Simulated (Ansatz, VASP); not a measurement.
## One calculation of MnSi, two programs

```xyz
2
Lattice="0.0000 2.4544 2.4544 2.4544 0.0000 2.4544 2.4544 2.4544 0.0000" Properties=species:S:1:pos:R:3 pbc="T T T"
Mn    0.0000    0.0000    0.0000
Si    2.4544    2.4544    2.4544
```

Change from the starting cell: volume scaled by 1.04, crystal datasets.

Alike in both runs: task electric field gradients; functional PBE; k mesh 15 × 15 × 15; occupations fermi-dirac, width 0.05 eV; collinear spin.

```csv
,VASP,Ansatz
version,VASP 6.6.1,Ansatz 0.2.0
potentials or method,"VASP PAW PBE potentials, release 64 (Mn_pv, Si), cutoff 520 eV","all-electron PAW with datasets made for the crystal, scalar-relativistic"
```

|  | VASP | Ansatz | Ansatz less VASP |
| --- | --- | --- | --- |
| pressure (GPa) | -3.2 | -3.1 | +0.06 |
| net moment per atom (μB) | 1.31 | 1.32 | +0.002 |
| size of the moment on the site where the two differ most (μB) | 2.73 | 2.65 | -0.083 |

Site moments also hang on the region over which each program counts them. Ansatz ran all-electron here, and VASP with PAW potentials.
